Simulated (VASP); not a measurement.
Set up this calculation in VASP 6.6.1, as the native input.

- Task: single point
- Functional: PBE
- Potentials or basis: VASP PAW PBE potentials, release 64 (Mg, O)
- Cutoff: 520 eV
- k mesh: 9 × 9 × 2
- Occupations: gaussian, width 0.05 eV
- Spin: no spin polarisation
- Dipole correction: no
- Further INCAR settings: ALGO = Normal; EDIFF = 1e-06; NBANDS = 36

The structure of MgO lies in POSCAR:

```
MgO
1.0
    2.1351500000     -2.1351500000      0.0000000000
    2.1351500000      0.0000000000     -2.1351500000
    9.2523166667      8.5406000000      7.8288833333
Mg O
6 6
Direct
    0.6666666667      0.6527777778      0.0416666667
    0.0000000000     -0.2916666667      0.8750000000
    0.3333333333      0.2638888889      0.2083333333
    0.6666666667      0.4861111111      0.5416666667
    0.0000000000     -0.1250000000      0.3750000000
    0.3333333333      0.0972222222      0.7083333333
    0.6666666667      0.5694444444      0.2916666667
    0.0000000000     -0.0416666667      0.1250000000
    0.3333333333      0.1805555556      0.4583333333
    0.6666666667      0.4027777778      0.7916666667
    1.0000000000      0.7916666667      0.6250000000
    0.3333333333      0.0138888889      0.9583333333
```

One way to write it, as run:

INCAR

```
  PREC = Accurate
  ENCUT = 520
  EDIFF = 1E-6
  ISMEAR = 0
  SIGMA = 0.05
  LREAL = False
  LASPH = True
  NELM = 80
  ALGO = Normal
  ISIF = 2
  LWAVE = False
  LCHARG = False
  GGA = PE
  NBANDS = 36
```

KPOINTS

```
regular mesh
0
Gamma
  9 9 2
```

Potentials or basis: VASP PAW PBE potentials, release 64 (Mg, O).

Launch:

```console
$ cat potpaw_PBE.64/Mg/POTCAR potpaw_PBE.64/O/POTCAR > POTCAR
$ mpirun -np 1 vasp_std > vasp.out
```

It gave:

```json
{
 "Pressure": "5.0 GPa",
 "Largest force": "9.679 eV/Å",
 "Band gap on the k mesh": "4.00 eV, direct"
}
```

Caveat: forces of over 1 eV/Å act on the atoms, so gaps and moduli don't describe the material at rest.

Run time: 13 min on 1 thread of Oxide Virtual Turin-like Processor, on a shared host, peak memory 0.37 GiB.
